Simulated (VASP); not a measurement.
# Hf (Im-3m) in VASP: settings compared, part 2 of 2

VASP 6.6.1. Earlier steps stand in the parts before.

### Step 3. Single point, r2SCAN (volume scaled by 1.06)

The input, POSCAR:

```
Hf
1.0
   -1.8404011445      1.8404011445      1.8404011445
    1.8404011445     -1.8404011445      1.8404011445
    1.8404011445      1.8404011445     -1.8404011445
Hf
1
Direct
    0.0000000000      0.0000000000      0.0000000000
```

The input, INCAR.step1:

```
ALGO = Normal
EDIFF = 1E-5
ENCUT = 550
GGA = PE
GGA_COMPAT = False
ISMEAR = -1
LASPH = True
LCHARG = False
LREAL = False
LWAVE = True
NBANDS = 11
NELM = 120
PREC = Accurate
SIGMA = 0.05
```

The input, INCAR.step2:

```
ALGO = Normal
EDIFF = 1E-6
ENCUT = 550
GGA_COMPAT = False
ISIF = 2
ISMEAR = -1
ISTART = 1
LASPH = True
LCHARG = False
LMIXTAU = True
LREAL = False
LWAVE = False
METAGGA = R2SCAN
NBANDS = 11
NELM = 120
PREC = Accurate
SIGMA = 0.05
```

The input, KPOINTS:

```
k-points
0
Gamma
  10 10 10
```

Potentials or basis: VASP PAW PBE potentials, release 64 (Hf_pv).

Launch:

```
> cat potpaw_PBE.64/Hf_pv/POTCAR > POTCAR
> cp INCAR.step1 INCAR
> mpirun -np 1 vasp_std > vasp.out
> cp INCAR.step2 INCAR
> mpirun -np 1 vasp_std > vasp.out
```

OUTCAR:

```text
EDIFF = 1E-6
   ENCUT = 550
   ISIF = 2
   ISMEAR = -1
   ISTART = 1
   LASPH = True
   LREAL = False
   METAGGA = R2SCAN
   NELM = 120
   PREC = Accurate

 ion  position               nearest neighbor table
   1  0.000  0.000  0.000-

  LATTYP: Found a body centered cubic cell.
 ALAT       =     3.6808022890

  Lattice vectors:

 A1 = (  -1.8404011445,   1.8404011445,   1.8404011445)
[... 513 lines left out ...]
      9       8.6239      0.00000
     10      15.4308      0.00000
     11      15.5308      0.00000

 [... further k-points ...]

------------------------ aborting loop because EDIFF is reached ----------------------------------------

  FORCE on cell =-STRESS in cart. coord.  units (eV):
  Direction    XX          YY          ZZ          XY          YZ          ZX
  --------------------------------------------------------------------------------------
  -------------------------------------------------------------------------------------
  Total       -1.6383390     -1.6383390     -1.6383390     -0.0000000      0.0000000      0.0000000
  in kB     -105.2729706   -105.2729706   -105.2729706     -0.0000000      0.0000000      0.0000000
  external PRESSURE =    -105.2729706 kB  Pullay stress =       0.0000000 kB

 VOLUME and BASIS-vectors are now :
 -----------------------------------------------------------------------------
  energy-cutoff  :      550.00
  volume of cell :       24.93
      direct lattice vectors                 reciprocal lattice vectors
    -1.840401144  1.840401144  1.840401144     0.000000000  0.271679901  0.271679901
     1.840401144 -1.840401144  1.840401144     0.271679901  0.000000000  0.271679901
     1.840401144  1.840401144 -1.840401144     0.271679901  0.271679901  0.000000000

 POSITION                                       TOTAL-FORCE (eV/Angst)
 -----------------------------------------------------------------------------------
      0.00000      0.00000      0.00000         0.000000     -0.000000      0.000000
 -----------------------------------------------------------------------------------
    total drift:                               -0.000000      0.000000     -0.000000

  FREE ENERGIE OF THE ION-ELECTRON SYSTEM (eV)
  ---------------------------------------------------
  free  energy   TOTEN  =       -44.8507037169 eV

  energy  without entropy=      -44.8331325578  energy(sigma->0) =      -44.84191814
```

OUTCAR.step1:

```text
EDIFF = 1E-5
   ENCUT = 550
   GGA = PE
   ISMEAR = -1
   LASPH = True
[... 552 lines left out ...]

 POSITION                                       TOTAL-FORCE (eV/Angst)
 -----------------------------------------------------------------------------------
      0.00000      0.00000      0.00000         0.000000      0.000000      0.000000
 -----------------------------------------------------------------------------------
    total drift:                                0.000000      0.000000     -0.000000

  FREE ENERGIE OF THE ION-ELECTRON SYSTEM (eV)
  ---------------------------------------------------
  free  energy   TOTEN  =        -9.6653634242 eV

  energy  without entropy=       -9.6476018201  energy(sigma->0) =       -9.65648262
```

OSZICAR.step1:

```text
N       E                     dE             d eps       ncg     rms          rms(c)
DAV:   1     0.133042674540E+02    0.13304E+02   -0.58924E+03  1042   0.863E+02
DAV:   2    -0.954175875492E+01   -0.22846E+02   -0.21928E+02  1277   0.156E+02
DAV:   3    -0.100888147599E+02   -0.54706E+00   -0.53639E+00  1269   0.161E+01
DAV:   4    -0.100916024479E+02   -0.27877E-02   -0.27871E-02  1150   0.139E+00
DAV:   5    -0.100916223402E+02   -0.19892E-04   -0.19892E-04  1308   0.106E-01    0.427E+01
DAV:   6    -0.976829229637E+01    0.32333E+00   -0.28995E-01  1115   0.385E+00    0.246E+01
DAV:   7    -0.967073834242E+01    0.97554E-01   -0.37819E-01  1142   0.425E+00    0.109E+00
DAV:   8    -0.966546619266E+01    0.52721E-02   -0.26752E-02  1136   0.121E+00    0.391E-01
DAV:   9    -0.966535638828E+01    0.10980E-03   -0.54801E-04  1226   0.203E-01    0.560E-02
DAV:  10    -0.966536342422E+01   -0.70359E-05   -0.60156E-05  1201   0.560E-02
   1 F= -.96653634E+01 E0= -.96564826E+01  d E =-.177616E-01
```

Wall time 33 s (1 thread of Intel Xeon 6975P-C, shared host); peak memory 0.15 GiB.

Results:

```yaml
Free_energy: -44.8507 eV
Pressure: -10.5 GPa
Band_gap_on_the_k_mesh: zero (band 5 reaches 5.42 eV, above the bottom of band 6 at 3.08 eV)
```

Caveat: the cell differs from its parent crystal (volume scaled by 1.06); the PAW data sets were made with another functional, which shifts forces and pressure a little; spin-orbit coupling is left out, which moves the levels of the heavy elements.

### Step 4. Single point, PBE

This run uses another cell than the first one, of 23.52 Å³/atom, 1.064 times its volume.

The input, INCAR:

```
SYSTEM = Hf
PREC = Accurate
ENCUT = 500
EDIFF = 1E-6
ISMEAR = 0
SIGMA = 0.025
LREAL = .False.
LASPH = .True.
NELM = 120
ALGO = Normal
ISIF = 2
LWAVE = .False.
LCHARG = .False.
GGA = PE
NBANDS = 11
GGA_COMPAT = .False.
```

The input, KPOINTS:

```
regular mesh
0
Gamma
  10 10 10
  0 0 0
```

The input, POSCAR:

```
Hf
1.0
   -1.8050000000      1.8050000000      1.8050000000
    1.8050000000     -1.8050000000      1.8050000000
    1.8050000000      1.8050000000     -1.8050000000
Hf
1
Direct
    0.0000000000      0.0000000000      0.0000000000
```

Launch:

```
> cat potpaw_PBE.64/Hf_pv/POTCAR > POTCAR
> mpirun -np 1 vasp_std > vasp.out
```

Wall time 12 s (1 thread of Intel Xeon 8259CL, shared host); peak memory 0.14 GiB.

Results (log left out):

| Item | Value |
| --- | --- |
| Free energy | -9.7247 eV |
| Pressure | -5.3 GPa |
| Band gap on the k mesh | zero (band 5 reaches 5.73 eV, above the bottom of band 6 at 3.54 eV) |

Levels at points of the mesh, in eV from the Fermi level:
| k point | band 2 | band 3 | band 4 | band 5 | band 6 | band 7 | band 8 | band 9 |
| --- | --- | --- | --- | --- | --- | --- | --- | --- |
| (0.00, 0.00, 0.00) | -30.04 | -30.04 | -6.88 | 1.48 | 1.48 | 1.48 | 4.11 | 4.11 |
| (0.50, 0.00, 0.00) | -30.27 | -30.05 | -3.23 | -0.42 | 0.88 | 3.92 | 4.87 | 7.16 |
| (0.50, 0.50, 0.50) | -30.53 | -30.53 | -2.37 | -2.37 | 6.39 | 6.39 | 6.39 | 6.83 |

Caveat: spin-orbit coupling is left out, which moves the levels of the heavy elements.

### Step 5. Single point, PBE

This run uses another cell than the first one, of 23.52 Å³/atom, 1.064 times its volume.

The input, INCAR:

```
SYSTEM = Hf
ALGO = Normal
EDIFF = 1E-6
ENCUT = 500
GGA = PE
GGA_COMPAT = .False.
ISIF = 2
ISMEAR = 0
LASPH = .True.
LCHARG = .False.
LREAL = .False.
LWAVE = .False.
NBANDS = 11
NELM = 120
PREC = Accurate
SIGMA = 0.02
```

The input, KPOINTS:

```
k-points
0
Gamma
  10 10 10
  0 0 0
```

POSCAR is that of step 4.

Launch:

```
> cat potpaw_PBE.64/Hf_pv/POTCAR > POTCAR
> mpirun -np 1 vasp_std > vasp.out
```

It took 10 s on 1 thread of AMD EPYC 7R43 (Zen 3), shared host; peak memory 0.11 GiB.

It converged, with:

- Free energy: -9.7246 eV
- Pressure: -5.4 GPa
- Band gap on the k mesh: zero (band 5 reaches 5.73 eV, above the bottom of band 6 at 3.54 eV)

Levels at points of the mesh, in eV from the Fermi level:
```tsv
k point	band 2	band 3	band 4	band 5	band 6	band 7	band 8	band 9
(0.00, 0.00, 0.00)	-30.04	-30.04	-6.88	1.48	1.48	1.48	4.11	4.11
(0.50, 0.00, 0.00)	-30.27	-30.05	-3.23	-0.42	0.88	3.92	4.87	7.16
(0.50, 0.50, 0.50)	-30.53	-30.53	-2.37	-2.37	6.39	6.39	6.39	6.83
```

Caveat: spin-orbit coupling is left out, which moves the levels of the heavy elements.

### Step 6. Overview

| level | cell | cutoff (eV) | smearing | gap on the mesh (eV) | pressure (GPa) |
| --- | --- | --- | --- | --- | --- |
| r2SCAN | a = 3.063 Å, angles 109.5°, 1 atom | 550 | fermi-dirac 0.05 eV | none | -0.1 |
| r2SCAN | a = 3.188 Å, angles 109.5°, 1 atom | 550 | fermi-dirac 0.05 eV | none | -10.5 |
| PBE | a = 3.126 Å, angles 109.5°, 1 atom | 500 | gaussian 0.025 eV | none | -5.3 |
| PBE | a = 3.126 Å, angles 109.5°, 1 atom | 500 | gaussian 0.02 eV | none | -5.4 |

Alike in all rows: task single point; potentials or basis VASP PAW PBE potentials, release 64 (Hf_pv); no spin polarisation; k mesh 10 × 10 × 10.

Caveats: spin-orbit coupling is left out, which moves the levels of the heavy elements; the PAW data sets were made with another functional, which shifts forces and pressure a little (some runs).

Absolute energies hang on the potentials; compare differences alone.
